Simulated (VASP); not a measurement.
# Yb (Im-3m) in VASP: a series of runs

Yb is run at these levels: PBE, PBEsol; tasks: single point.

Everything below comes from runs of VASP 6.6.1. Logs are shortened: lines on timing, memory, paths and dates and some standing lists are left out, and cuts for length are marked.

**1. The cell of the first run**

It takes space group Im-3m (No. 229, cubic). The conventional cell has a = 4.387 Å, b = 4.387 Å, c = 4.387 Å, α = 90.00°, β = 90.00°, γ = 90.00°. Within 5.0 Å of Yb (site symmetry m-3m) lie 14 Yb at 3.80 to 4.39 Å.

This isn't the form of Yb at room conditions, which is fcc.

**2. Single point, PBE, collinear spin, ferromagnetic start**

File INCAR:

```
PREC = Accurate
ENCUT = 600
EDIFF = 1E-6
ISMEAR = -1
SIGMA = 0.05
LREAL = False
LASPH = True
NELM = 200
ALGO = Normal
ISIF = 2
LWAVE = False
LCHARG = False
ISPIN = 2
MAGMOM = 1
LORBIT = 11
LMAXMIX = 6
GGA = PE
NBANDS = 22
GGA_COMPAT = False
```

File KPOINTS:

```
regular mesh
0
Gamma
  9 9 9
```

File POSCAR:

```
Yb
1.0
   -2.1936796540      2.1936796540      2.1936796540
    2.1936796540     -2.1936796540      2.1936796540
    2.1936796540      2.1936796540     -2.1936796540
Yb
1
Direct
    0.0000000000      0.0000000000      0.0000000000
```

Potentials or basis: VASP PAW PBE potentials, release 64 (Yb).

Started as:

```sh
$ cat potpaw_PBE.64/Yb/POTCAR > POTCAR
$ mpirun -np 1 vasp_std > vasp.out
```

OUTCAR:

```text
PREC = Accurate
   ENCUT = 600
   EDIFF = 1E-6
   ISMEAR = -1
   LREAL = False
   LASPH = True
   NELM = 200
   ISIF = 2
   ISPIN = 2
   LORBIT = 11
   GGA = PE

 ion  position               nearest neighbor table
   1  0.000  0.000  0.000-

  LATTYP: Found a body centered cubic cell.
 ALAT       =     4.3873593080

  Lattice vectors:

 A1 = (  -2.1936796540,   2.1936796540,   2.1936796540)
 A2 = (   2.1936796540,  -2.1936796540,   2.1936796540)
 A3 = (   2.1936796540,   2.1936796540,  -2.1936796540)

Analysis of symmetry for initial positions (statically):
=====================================================================
 Subroutine PRICEL returns:
 Original cell was already a primitive cell.

 Routine SETGRP: Setting up the symmetry group for a
 body centered cubic supercell.

 Subroutine GETGRP returns: Found 48 space group operations
 (whereof 48 operations were pure point group operations)
 out of a pool of 48 trial point group operations.

The static configuration has the point symmetry O_h .

Analysis of symmetry for dynamics (positions and initial velocities):
=====================================================================
 Subroutine PRICEL returns:
 Original cell was already a primitive cell.

 Routine SETGRP: Setting up the symmetry group for a
 body centered cubic supercell.

 Subroutine GETGRP returns: Found 48 space group operations
 (whereof 48 operations were pure point group operations)
 out of a pool of 48 trial point group operations.

The dynamic configuration has the point symmetry O_h .

Analysis of structural, dynamic, and magnetic symmetry:
=====================================================================
 Subroutine PRICEL returns:
 Original cell was already a primitive cell.

 Routine SETGRP: Setting up the symmetry group for a
 body centered cubic supercell.

 Subroutine GETGRP returns: Found 48 space group operations
 (whereof 48 operations were pure point group operations)
 out of a pool of 48 trial point group operations.

The overall configuration has the point symmetry O_h .

 Subroutine INISYM returns: Found 48 space group operations
 (whereof 48 operations are pure point group operations),
 and found     1 'primitive' translations

----------------------------------------------------------------------------------------

                                     Primitive cell

  volume of cell :      42.2260

  direct lattice vectors                    reciprocal lattice vectors
    -2.193679654  2.193679654  2.193679654     0.000000000  0.227927537  0.227927537
     2.193679654 -2.193679654  2.193679654     0.227927537  0.000000000  0.227927537
     2.193679654  2.193679654 -2.193679654     0.227927537  0.227927537  0.000000000

  length of vectors
     3.799564616  3.799564616  3.799564616     0.322338214  0.322338214  0.322338214

  position of ions in fractional coordinates (direct lattice)
     0.000000000  0.000000000  0.000000000

  ion indices of the primitive-cell ions
   primitive index   ion index
                 1           1

----------------------------------------------------------------------------------------

 KPOINTS: regular mesh

Automatic generation of k-mesh.
 Grid dimensions read from file:
 generate k-points for:    9    9    9

 Generating k-lattice:

  Cartesian coordinates                     Fractional coordinates (reciprocal lattice)
     0.000000000  0.025325282  0.025325282     0.111111111  0.000000000  0.000000000
     0.025325282  0.000000000  0.025325282     0.000000000  0.111111111  0.000000000
     0.025325282  0.025325282  0.000000000     0.000000000  0.000000000  0.111111111

  Length of vectors
     0.035815357  0.035815357  0.035815357

  Shift w.r.t. Gamma in fractional coordinates (k-lattice)
     0.000000000  0.000000000  0.000000000

 Subroutine IBZKPT returns following result:
 ===========================================

 Found     35 irreducible k-points:

 Following reciprocal coordinates:
            Coordinates               Weight
  0.000000  0.000000  0.000000      1.000000
  0.111111  0.000000  0.000000     12.000000
  0.222222  0.000000  0.000000     12.000000
  0.333333  0.000000  0.000000     12.000000
  0.444444  0.000000  0.000000     12.000000
  0.111111  0.111111  0.000000     24.000000
[... 16 lines left out ...]
 -0.333333  0.444444  0.111111     48.000000
 -0.444444 -0.444444  0.111111     24.000000
 [... further k-points ...]
   k-points           NKPTS =     35   k-points in BZ     NKDIM =     35   number of bands    NBANDS=     22
   number of dos      NEDOS =    301   number of ions     NIONS =      1
   total plane-waves  NPLWV =  27000
   dimension x,y,z NGX =    30 NGY =   30 NGZ =   30
   dimension x,y,z NGXF=    60 NGYF=   60 NGZF=   60
   ions per type =               1
   NGX,Y,Z   is equivalent  to a cutoff of  13.13, 13.13, 13.13 a.u.
   NGXF,Y,Z  is equivalent  to a cutoff of  26.25, 26.25, 26.25 a.u.
 SYSTEM =  unknown system
   PREC   = accura    normal or accurate (medium, high low for compatibility)
   ISTART =      0    job   : 0-new  1-cont  2-samecut
   ICHARG =      2    charge: 1-file 2-atom 10-const
   ISPIN  =      2    spin polarized calculation?
   LNONCOLLINEAR =      F non collinear calculations
   LSORBIT =      F    spin-orbit coupling
   LASPH  =      T    aspherical Exc in radial PAW
   ENCUT  =  600.0 eV  44.10 Ry    6.64 a.u.   7.59  7.59  7.59*2*pi/ulx,y,z
   NELM   =    200;   NELMIN=  2; NELMDL= -5     # of ELM steps
   EDIFF  = 0.1E-05   stopping-criterion for ELM
   LREAL  =      F    real-space projection
   EDIFFG = 0.1E-04   stopping-criterion for IOM
   NSW    =      0    number of steps for IOM
   IBRION =     -1    ionic relax: 0-MD 1-quasi-New 2-CG
   NFREE  =      0    steps in history (QN), initial steepest desc. (CG)
   ISIF   =      2    stress and relaxation
   ISYM   =      2    0-nonsym 1-usesym 2-fastsym
   POTIM  = 0.5000    time-step for ionic-motion
   TEBEG  =    0.0;   TEEND  =   0.0 temperature during run
   PSTRESS=    0.0 pullay stress
   NELECT =      24.0000    total number of electrons
   NUPDOWN=      -1.0000    fix difference up-down
   EMIN   =  10.00;   EMAX   =-10.00  energy-range for DOS
   EFERMI =   0.00;   METHOD = LEGACY
   ISMEAR =    -1;   SIGMA  =   0.05  broadening in eV -4-tet -1-fermi 0-gaus
   EFERMI_NEDOS =   21; number of points for ismear=-14 and -15
   IALGO  =     38    algorithm
   IMIX   =      4    mixing-type and parameters
     AMIX     =   0.40;   BMIX     =  1.00
     AMIX_MAG =   1.60;   BMIX_MAG =  1.00
  volume/ion in A,a.u.               =      42.23       284.95
  Fermi-wavevector in a.u.,A,eV,Ry     =   1.356080  2.562620 25.020481  1.838953
  Thomas-Fermi vector in A             =   2.483114
   LORBIT       =     11    0 simple, 1 ext, 2 COOP (PROOUT), +10 PAW based schemes
   GGA     = PE    functional components
   LHFCALC =     F    Hartree Fock is set to
   AEXX    =    0.0000 exact exchange contribution
   IVDW    =     0    specifies the selected vdW correction
   LEPSILON=     F    determine dielectric tensor
   LRPA    =     F    only Hartree local field effects (RPA)
 spin polarized calculation
  energy-cutoff  :      600.00
  volume of cell :       42.23
 maximum number of plane-waves:      1435
   NGX = 15   NGY = 15   NGZ = 15

 number of electron      24.0000002 magnetization      -0.0090682

 number of electron      24.0000002 magnetization       0.0014603

 Free energy of the ion-electron system (eV)
  ---------------------------------------------------
  ext. energy  EPLUGINS =         0.00000000
  ---------------------------------------------------
  free energy    TOTEN  =        -3.49599581 eV

  energy without entropy =       -3.48072751  energy(sigma->0) =       -3.48836166

 E-fermi :   1.1117     XC(G=0):  -8.7619

 val. band max:        1.0968197125   @ k =  -0.4444  -0.4444   0.2222
 cond. band min:       1.1248603188   @ k =  -0.4444  -0.4444   0.2222
 fundamental gap:      0.0280406062
 Fermi energy:         1.1117091191

 spin component 1

 k-point     1 :       0.0000    0.0000    0.0000
  band No.  band energies     occupation
      1     -50.7546      1.00000
      2     -23.0244      1.00000
      3     -23.0244      1.00000
      4     -23.0244      1.00000
      5      -3.6993      1.00000
      6       0.7091      0.99968
[... 14 lines left out ...]
     21      15.7684      0.00000
     22      15.7684      0.00000

 k-point     2 :       0.1111    0.0000    0.0000
  band No.  band energies     occupation
      1     -50.7536      1.00000
      2     -23.0480      1.00000
      3     -23.0323      1.00000
      4     -23.0243      1.00000
      5      -3.4424      1.00000
      6       0.7108      0.99967
[... 14 lines left out ...]
     21      13.9687      0.00000
     22      14.1161      0.00000
[... 523 lines left out ...]
     21      13.8002      0.00000
     22      15.7439      0.00000

 k-point    24 :      -0.4444   -0.4444    0.1111
  band No.  band energies     occupation
      1     -50.7446      1.00000
      2     -23.2018      1.00000
      3     -23.1206      1.00000
      4     -23.0560      1.00000
      5       0.2361      1.00000
      6       0.7081      0.99969
[... 14 lines left out ...]
     21      14.1439      0.00000
     22      15.3693      0.00000

 [... further k-points ...]

 spin component 2

 k-point     1 :       0.0000    0.0000    0.0000
  band No.  band energies     occupation
      1     -50.7540      1.00000
      2     -23.0240      1.00000
      3     -23.0240      1.00000
      4     -23.0240      1.00000
      5      -3.6991      1.00000
      6       0.7104      0.99967
[... 14 lines left out ...]
     21      15.7685      0.00000
     22      15.7685      0.00000

 k-point     2 :       0.1111    0.0000    0.0000
  band No.  band energies     occupation
      1     -50.7530      1.00000
      2     -23.0476      1.00000
      3     -23.0319      1.00000
      4     -23.0239      1.00000
      5      -3.4422      1.00000
      6       0.7121      0.99966
[... 14 lines left out ...]
     21      13.9688      0.00000
     22      14.1162      0.00000
[... 523 lines left out ...]
     21      13.8003      0.00000
     22      15.7441      0.00000

 k-point    24 :      -0.4444   -0.4444    0.1111
  band No.  band energies     occupation
      1     -50.7441      1.00000
      2     -23.2014      1.00000
      3     -23.1202      1.00000
      4     -23.0556      1.00000
      5       0.2363      1.00000
      6       0.7091      0.99968
[... 14 lines left out ...]
     21      14.1441      0.00000
     22      15.3695      0.00000

 [... further k-points ...]

------------------------ aborting loop because EDIFF is reached ----------------------------------------

  FORCE on cell =-STRESS in cart. coord.  units (eV):
  Direction    XX          YY          ZZ          XY          YZ          ZX
  --------------------------------------------------------------------------------------
  -------------------------------------------------------------------------------------
  Total       -0.4553441     -0.4553441     -0.4553441     -0.0000000     -0.0000000      0.0000000
  in kB      -17.2770924    -17.2770924    -17.2770924     -0.0000000     -0.0000000      0.0000000
  external PRESSURE =     -17.2770924 kB  Pullay stress =       0.0000000 kB

 VOLUME and BASIS-vectors are now :
 -----------------------------------------------------------------------------
  energy-cutoff  :      600.00
  volume of cell :       42.23
      direct lattice vectors                 reciprocal lattice vectors
    -2.193679654  2.193679654  2.193679654     0.000000000  0.227927537  0.227927537
     2.193679654 -2.193679654  2.193679654     0.227927537  0.000000000  0.227927537
     2.193679654  2.193679654 -2.193679654     0.227927537  0.227927537  0.000000000

 POSITION                                       TOTAL-FORCE (eV/Angst)
 -----------------------------------------------------------------------------------
      0.00000      0.00000      0.00000         0.000000      0.000000      0.000000
 -----------------------------------------------------------------------------------
    total drift:                               -0.000000     -0.000000      0.000000

  FREE ENERGIE OF THE ION-ELECTRON SYSTEM (eV)
  ---------------------------------------------------
  free  energy   TOTEN  =        -3.4959958066 eV

  energy  without entropy=       -3.4807275095  energy(sigma->0) =       -3.48836166

 total charge

# of ion       s       p       d       f       tot
--------------------------------------------------
    1        2.209   5.972   0.209  13.652  22.042

 magnetization (x)

# of ion       s       p       d       f       tot
--------------------------------------------------
    1        0.000  -0.000  -0.000   0.000   0.000
```

Run time: 17 min. Hardware: 1 thread of AMD EPYC 7R13, shared host; peak memory 0.25 GiB.

Results:

```
Free energy                                           : -3.4960 eV
Pressure                                              : -1.7 GPa
Band gap on the k mesh                                : zero (filled and empty bands overlap)
Net moment                                            : 0.00 μB per cell
Valence electrons inside the program's atomic spheres : Yb 22.04
```

Caveat: spin-orbit coupling is left out, which moves the levels of the heavy elements. The state reached can hang on the start; a lower one may exist.

**3. Single point, PBEsol, collinear spin, ferromagnetic start**

This run uses another cell than the first one, of 39.04 Å³/atom.

File INCAR:

```
PREC = Accurate
ENCUT = 690
EDIFF = 1E-6
ISMEAR = -1
SIGMA = 0.05
LREAL = F
LASPH = T
NELM = 300
ALGO = All
ISIF = 2
LWAVE = F
LCHARG = F
ISPIN = 2
MAGMOM = 1
LORBIT = 11
LMAXMIX = 6
GGA = PS
NBANDS = 22
GGA_COMPAT = F
ISEARCH = 1
KPAR = 4
```

KPOINTS is that of step 2.

File POSCAR:

```
Yb
1.0
   -2.1370430817      2.1370430817      2.1370430817
    2.1370430817     -2.1370430817      2.1370430817
    2.1370430817      2.1370430817     -2.1370430817
Yb
1
Direct
    0.0000000000      0.0000000000      0.0000000000
```

Potentials or basis: VASP PAW PBE potentials, release 64 (Yb).

Started as:

```sh
$ cat potpaw_PBE.64/Yb/POTCAR > POTCAR
$ mpirun -np 4 vasp_std > vasp.out
```

Wall time 1.9 min (4 MPI ranks of Intel Xeon Platinum 8259CL at 2.50GHz (Skylake/Cascade Lake), shared host); peak memory 0.32 GiB.

It converged, with:

```
Free energy                                           : -3.8496 eV
Pressure                                              : -3.4 GPa
Band gap on the k mesh                                : zero (filled and empty bands overlap)
Net moment                                            : 0.00 μB per cell
Valence electrons inside the program's atomic spheres : Yb 22.06
```

Levels at points of the mesh, in eV from the Fermi level:
Spin up:
```tsv
k point	band 10	band 11	band 12	band 13	band 14	band 15
(0.00, 0.00, 0.00)	-0.30	-0.30	-0.28	2.79	2.79	2.79
```
Spin down:
```tsv
k point	band 10	band 11	band 12	band 13	band 14	band 15
(0.00, 0.00, 0.00)	-0.30	-0.30	-0.28	2.79	2.79	2.79
```

Caveat: the cell stands under tension; the PAW data sets were made with another functional, which shifts forces and pressure a little; spin-orbit coupling is left out, which moves the levels of the heavy elements. The state reached can hang on the start; a lower one may exist.

The gap in the log of VASP goes by the Fermi energy; the results here count the filled bands.